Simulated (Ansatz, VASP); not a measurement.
SiO2 in VASP and in Ansatz

```
Si O
1.0
    -2.65265    2.65265    3.14002
     2.65265   -2.65265    3.14002
     2.65265    2.65265   -3.14002
Si O
2 4
Direct
  0.00000 0.00000 0.00000
  0.75000 0.25000 0.50000
  0.97428 0.62500 0.84928
  0.37500 0.22428 0.34928
  0.77572 0.12500 0.15072
  0.87500 0.02572 0.65072
```

Alike in both runs: task single point; functional LDA; k mesh 8 × 8 × 8; occupations gaussian, width 0.05 eV; no spin polarisation.

|  | VASP | Ansatz |
| --- | --- | --- |
| version | VASP 6.6.1 | Ansatz 0.2.0 |
| potentials or method | VASP PAW LDA potentials, release 64 (Si, O), cutoff 520 eV | scalar-relativistic, plane waves, PAW |
| valence electrons in the cell | 32 | 32 |

```tsv
	VASP	Ansatz	Ansatz less VASP
gap on the k mesh at the Fermi level (eV)	5.40	5.41	+0.005
least direct gap on the mesh (eV)	5.40	5.41	+0.005
pressure (GPa)	-3.8	-4.4	-0.55
traceless stress, the component that is largest in VASP (GPa)	6.28	6.42	+0.147
rms of the force components (eV/Å)	0.163	0.178	+0.0142
```

LDA's correlation is that of Perdew and Zunger in VASP and of Perdew and Wang (1992) in Ansatz. Atom by atom the forces differ by 0.014 eV/Å (rms over components).
